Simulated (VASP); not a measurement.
Set up this calculation in VASP 6.6.1, as the native input.

```
Task                   : single point
Functional             : LDA
Potentials or basis    : VASP PAW LDA potentials, release 64 (Al, Ga_d, N)
Cutoff                 : 520 eV
k mesh                 : 8 × 8 × 6
Occupations            : gaussian, width 0.05 eV
Spin                   : no spin polarisation
Dipole correction      : no
Further INCAR settings : ALGO = Normal; EDIFF = 1e-06; NBANDS = 21
```

The structure of AlGaN2 lies in POSCAR:

```
AlGaN2
1.0
    3.3558406168      0.0000000000      0.0000000000
    0.0000000000      3.3558406168      0.0000000000
    0.0000000000      0.0000000000      3.7783012309
Al Ga N
1 1 2
Direct
    0.5000000000      0.5000000000      0.5000000000
    0.0000000000      0.0000000000      0.0000000000
    0.5000000000      0.0000000000      0.7400513254
    0.0000000000      0.5000000000      0.2599486746
```

This cell differs from its parent crystal: ratio of the length along z to the lengths across it x 0.8, volume and fractional coordinates fixed.

The input as run:

INCAR

```
SYSTEM = AlGaN2
PREC = Accurate
ENCUT = 520
EDIFF = 1E-6
ISMEAR = 0
SIGMA = 0.05
LREAL = .FALSE.
LASPH = .TRUE.
NELM = 60
ALGO = Normal
ISIF = 2
LWAVE = .FALSE.
LCHARG = .TRUE.
GGA = CA
LELF = .TRUE.
LVHAR = .TRUE.
NBANDS = 21
```

KPOINTS

```
Automatic mesh
0
G
  8 8 6
  0 0 0
```

Potentials or basis: VASP PAW LDA potentials, release 64 (Al, Ga_d, N).

Run with:

```console
$ cat potpaw_LDA.64/Al/POTCAR potpaw_LDA.64/Ga_d/POTCAR potpaw_LDA.64/N/POTCAR > POTCAR
$ mpirun -np 1 vasp_std > vasp.out
```

Results of the run:

- Pressure: -3.6 GPa
- Largest force: 0.364 eV/Å
- Band gap on the k mesh: 2.61 eV, direct

Wall time 26 s on 1 thread of AMD EPYC 9R45 96-Core Processor (Zen 5) (shared host), peak memory 0.15 GiB.
